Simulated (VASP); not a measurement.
# MgTe in VASP: single point with PBEsol

Aim: the single point of MgTe with PBEsol.

Everything below comes from runs of VASP 6.6.1. Logs are shortened: lines on timing, memory, paths and dates and some standing lists are left out, and cuts for length are marked.

## 1. The cell of the first run

The cell holds a slab with vacuum, 20 atoms: a = 4.553 Å, b = 6.439 Å, c = 33.488 Å, α = 90.00°, β = 90.00°, γ = 90.00°.

## 2. Single point, PBEsol

The input, INCAR:

```
PREC     = Accurate       # precision mode
ENCUT    = 520            # plane-wave cutoff, eV
EDIFF    = 1E-6           # SCF threshold, eV
ISMEAR   = -1             # smearing method
SIGMA    = 0.05           # smearing width, eV
LREAL    = False          # projectors in reciprocal space
LASPH    = True           # aspherical terms in the spheres
NELM     = 120            # most SCF steps
ALGO     = Normal         # electronic algorithm
ISIF     = 2              # what is computed and relaxed
LWAVE    = False          # write WAVECAR
LCHARG   = False          # write CHGCAR
GGA      = PS             # functional
NBANDS   = 56             # bands
GGA_COMPAT= False        
NELMDL   = -8
```

The input, KPOINTS:

```
Automatic mesh
0
Gamma
  6 4 1
```

The input, POSCAR:

```
MgTe
1.0
    3.2194050000     -3.2194050000      0.0000000000
    0.0000000000      0.0000000000      6.4388090000
  -23.6797090000    -23.6797090000      0.0000000000
Mg Te
10 10
Direct
    0.0000460000      0.0111880000      0.7416810000
    0.0005120000      0.0094640000      0.4668670000
    0.0009000000      0.9344450000      0.2111580000
    0.0001990000      0.0108080000      0.6031430000
    0.0007980000      0.0093670000      0.3316790000
    0.5002650000      0.5093500000      0.6684460000
    0.5004920000      0.5111330000      0.3970060000
    0.4999420000      0.4340770000      0.7890090000
    0.5003580000      0.5095330000      0.5332500000
    0.5005810000      0.5118480000      0.2584220000
    0.0002570000      0.2570800000      0.6716620000
    0.0005280000      0.2609180000      0.3990510000
    0.9999410000      0.2348530000      0.8118430000
    0.0003790000      0.2595850000      0.5347680000
    0.0007350000      0.2615410000      0.2637500000
    0.5002590000      0.7607610000      0.6010740000
    0.5007750000      0.7572670000      0.3284830000
    0.5000090000      0.7611310000      0.7364080000
    0.5005120000      0.7596700000      0.4653780000
    0.5008890000      0.7354450000      0.1882700000
```

Potentials or basis: VASP PAW PBE potentials, release 64 (Mg, Te).

Started as:

```sh
$ cat potpaw_PBE.64/Mg/POTCAR potpaw_PBE.64/Te/POTCAR > POTCAR
$ mpirun -np 1 vasp_std > vasp.out
```

OUTCAR:

```text
PREC = Accurate
   ENCUT = 520
   EDIFF = 1E-6
   ISMEAR = -1
   LREAL = False
   LASPH = True
   NELM = 120
   ISIF = 2
   GGA = PS
   NELMDL = -8

 ion  position               nearest neighbor table
   1  0.000  0.011  0.742-  13 2.76  18 2.79  18 2.79  11 2.83
   2  0.001  0.009  0.467-  14 2.79  19 2.79  19 2.79  12 2.79
   3  0.001  0.934  0.211-  20 2.72  20 2.72  15 2.75
   4  0.000  0.011  0.603-  16 2.79  11 2.79  16 2.79  14 2.79
   5  0.001  0.009  0.332-  12 2.78  15 2.79  17 2.80  17 2.80
   6  0.500  0.509  0.668-  16 2.78  18 2.79  11 2.80  11 2.80
   7  0.500  0.511  0.397-  17 2.79  12 2.79  12 2.79  19 2.79
   8  0.500  0.434  0.789-  13 2.72  13 2.72  18 2.75
   9  0.500  0.510  0.533-  19 2.79  14 2.79  14 2.79  16 2.79
  10  0.501  0.512  0.258-  20 2.76  15 2.79  15 2.80  17 2.83
  11  0.000  0.257  0.672-   4 2.79   6 2.80   6 2.80   1 2.83
  12  0.001  0.261  0.399-   5 2.78   2 2.79   7 2.79   7 2.79
  13  1.000  0.235  0.812-   8 2.72   8 2.72   1 2.76
  14  0.000  0.260  0.535-   2 2.79   9 2.79   9 2.79   4 2.79
  15  0.001  0.262  0.264-   3 2.75  10 2.79   5 2.79  10 2.80
  16  0.500  0.761  0.601-   6 2.78   9 2.79   4 2.79   4 2.79
  17  0.501  0.757  0.328-   7 2.79   5 2.80   5 2.80  10 2.83
  18  0.500  0.761  0.736-   8 2.75   1 2.79   1 2.79   6 2.79
  19  0.501  0.760  0.465-   9 2.79   2 2.79   2 2.79   7 2.79
  20  0.501  0.735  0.188-   3 2.72   3 2.72  10 2.76

  LATTYP: Found a simple orthorhombic cell.
 ALAT       =     4.5529262138
 B/A-ratio  =     1.4142133427
 C/A-ratio  =     7.3553060270

  Lattice vectors:

 A1 = (   3.2194050000,  -3.2194050000,   0.0000000000)
 A2 = (   0.0000000000,   0.0000000000,   6.4388090000)
 A3 = ( -23.6797090000, -23.6797090000,   0.0000000000)

Analysis of symmetry for initial positions (statically):
=====================================================================
 Subroutine PRICEL returns:
 Original cell was already a primitive cell.

 Routine SETGRP: Setting up the symmetry group for a
 simple orthorhombic supercell.

 Subroutine GETGRP returns: Found  1 space group operations
 (whereof  1 operations were pure point group operations)
 out of a pool of  8 trial point group operations.

The static configuration has the point symmetry C_1 .

Analysis of symmetry for dynamics (positions and initial velocities):
=====================================================================
 Subroutine PRICEL returns:
 Original cell was already a primitive cell.

 Routine SETGRP: Setting up the symmetry group for a
 simple orthorhombic supercell.

 Subroutine GETGRP returns: Found  1 space group operations
[... 135 lines left out ...]
   ISYM   =      2    0-nonsym 1-usesym 2-fastsym
   POTIM  = 0.5000    time-step for ionic-motion
   TEBEG  =    0.0;   TEEND  =   0.0 temperature during run
   PSTRESS=    0.0 pullay stress
   NELECT =      80.0000    total number of electrons
   NUPDOWN=      -1.0000    fix difference up-down
   EMIN   =  10.00;   EMAX   =-10.00  energy-range for DOS
   EFERMI =   0.00;   METHOD = LEGACY
   ISMEAR =    -1;   SIGMA  =   0.05  broadening in eV -4-tet -1-fermi 0-gaus
   EFERMI_NEDOS =   21; number of points for ismear=-14 and -15
   IALGO  =     38    algorithm
   IMIX   =      4    mixing-type and parameters
     AMIX     =   0.40;   BMIX     =  1.00
     AMIX_MAG =   1.60;   BMIX_MAG =  1.00
  volume/ion in A,a.u.               =      49.09       331.25
  Fermi-wavevector in a.u.,A,eV,Ry     =   0.709756  1.341244  6.853981  0.503753
  Thomas-Fermi vector in A             =   1.796422
   LORBIT       =      0    0 simple, 1 ext, 2 COOP (PROOUT), +10 PAW based schemes
   GGA     = PS    functional components
   LHFCALC =     F    Hartree Fock is set to
   AEXX    =    0.0000 exact exchange contribution
   IVDW    =     0    specifies the selected vdW correction
   LEPSILON=     F    determine dielectric tensor
   LRPA    =     F    only Hartree local field effects (RPA)
 non-spin polarized calculation
  energy-cutoff  :      520.00
  volume of cell :      981.72
 maximum number of plane-waves:     26516
 NGX is ok and might be reduce to    36
   NGX = 17   NGY = 23   NGZ =125

 number of electron      80.0000006 magnetization

 Free energy of the ion-electron system (eV)
  ---------------------------------------------------
  ext. energy  EPLUGINS =         0.00000000
  ---------------------------------------------------
  free energy    TOTEN  =       -67.58369326 eV

  energy without entropy =      -67.58369326  energy(sigma->0) =      -67.58369326

 E-fermi :   0.5389     XC(G=0):  -5.8013

 val. band max:       -0.6091043651   @ k =   0.0000   0.0000   0.0000
 cond. band min:       1.8169965222   @ k =   0.0000   0.0000   0.0000
 fundamental gap:      2.4261008873
 Fermi energy:         0.5388875674

 k-point     1 :       0.0000    0.0000    0.0000
  band No.  band energies     occupation
      1     -10.8348      2.00000
      2     -10.7455      2.00000
      3     -10.6133      2.00000
      4     -10.4442      2.00000
      5     -10.2515      2.00000
      6     -10.1329      2.00000
[... 759 lines left out ...]
     51       4.1053      0.00000
     52       4.1082      0.00000
 [bands above 52 left out]

------------------------ aborting loop because EDIFF is reached ----------------------------------------

  FORCE on cell =-STRESS in cart. coord.  units (eV):
  Direction    XX          YY          ZZ          XY          YZ          ZX
  --------------------------------------------------------------------------------------
  -------------------------------------------------------------------------------------
  Total       -0.3163092     -0.3066086     -0.3205476      0.3898104     -0.0095832     -0.0037258
  in kB       -0.5162201     -0.5003886     -0.5231372      0.6361748     -0.0156399     -0.0060806
  external PRESSURE =      -0.5132486 kB  Pullay stress =       0.0000000 kB

 VOLUME and BASIS-vectors are now :
 -----------------------------------------------------------------------------
  energy-cutoff  :      520.00
  volume of cell :      981.72
      direct lattice vectors                 reciprocal lattice vectors
     3.219405000 -3.219405000  0.000000000     0.155308201 -0.155308201  0.000000000
     0.000000000  0.000000000  6.438809000     0.000000000  0.000000000  0.155308225
   -23.679709000-23.679709000  0.000000000    -0.021115124 -0.021115124  0.000000000

 POSITION                                       TOTAL-FORCE (eV/Angst)
 -----------------------------------------------------------------------------------
    -17.56264    -17.56294      0.07204         0.010056      0.011065      0.016161
    -11.05363    -11.05692      0.06094         0.002121      0.002092      0.004523
     -4.99726     -5.00306      6.01671        -0.003471     -0.003060     -0.002879
    -14.28161    -14.28289      0.06959         0.004799      0.003174      0.002989
     -7.85149     -7.85663      0.06031        -0.002340     -0.001838     -0.000860
    -14.21805    -17.43916      3.27961         0.001281      0.001493     -0.008471
[... 12 lines left out ...]
     -9.40866    -12.63137      4.89137         0.000876      0.001185     -0.000227
     -2.84561     -6.07074      4.73539         0.011531      0.011943     -0.003906
 -----------------------------------------------------------------------------------
    total drift:                               -0.000086      0.000105      0.001145

  FREE ENERGIE OF THE ION-ELECTRON SYSTEM (eV)
  ---------------------------------------------------
  free  energy   TOTEN  =       -67.5836932644 eV

  energy  without entropy=      -67.5836932643  energy(sigma->0) =      -67.58369326
```

OSZICAR:

```text
N       E                     dE             d eps       ncg     rms          rms(c)
DAV:   1     0.383883908400E+03    0.38388E+03   -0.24769E+04  1568   0.105E+03
DAV:   2    -0.193758349144E+02   -0.40326E+03   -0.38516E+03  2120   0.157E+02
DAV:   3    -0.676980339337E+02   -0.48322E+02   -0.48000E+02  1928   0.559E+01
[... 19 lines left out ...]
DAV:  23    -0.675836769833E+02   -0.52955E-05   -0.17395E-07  1152   0.153E-03    0.192E-03
DAV:  24    -0.675836871494E+02   -0.10166E-04   -0.37883E-07  1136   0.152E-03    0.563E-04
DAV:  25    -0.675836906934E+02   -0.35440E-05   -0.16595E-07  1192   0.880E-04    0.930E-04
DAV:  26    -0.675836927682E+02   -0.20747E-05   -0.74412E-08  1120   0.609E-04    0.419E-04
DAV:  27    -0.675836932644E+02   -0.49622E-06   -0.29482E-08  1120   0.419E-04
   1 F= -.67583693E+02 E0= -.67583693E+02  d E =-.609949E-10
```

It took 69 min on 1 thread of Intel Xeon 8259CL, shared host; peak memory 1.2 GiB.

Results:

```yaml
Free_energy: -67.5837 eV
Largest_force: 0.022 eV/Å
Band_gap_on_the_k_mesh: 2.43 eV
```

Forces on the atoms (eV/Å):
```
Mg   0.010  0.011  0.016
Mg   0.002  0.002  0.005
Mg  -0.003 -0.003 -0.003
Mg   0.005  0.003  0.003
Mg  -0.002 -0.002 -0.001
Mg   0.001  0.001 -0.008
Mg  -0.003 -0.004 -0.005
Mg   0.004  0.004 -0.007
Mg  -0.003 -0.003 -0.003
Mg  -0.009 -0.014  0.007
Te  -0.008 -0.007 -0.003
Te   0.001  0.001  0.000
Te  -0.011 -0.012 -0.002
Te  -0.001  0.000 -0.001
Te  -0.001  0.002  0.005
Te  -0.003 -0.001  0.000
Te   0.008  0.009 -0.002
Te   0.001 -0.001  0.004
Te   0.001  0.001  0.000
Te   0.012  0.012 -0.004
```

Caveat: there is no dipole correction, which matters where the two faces differ; the PAW data sets were made with another functional, which shifts forces and pressure a little; spin-orbit coupling is left out, which moves the levels of the heavy elements.
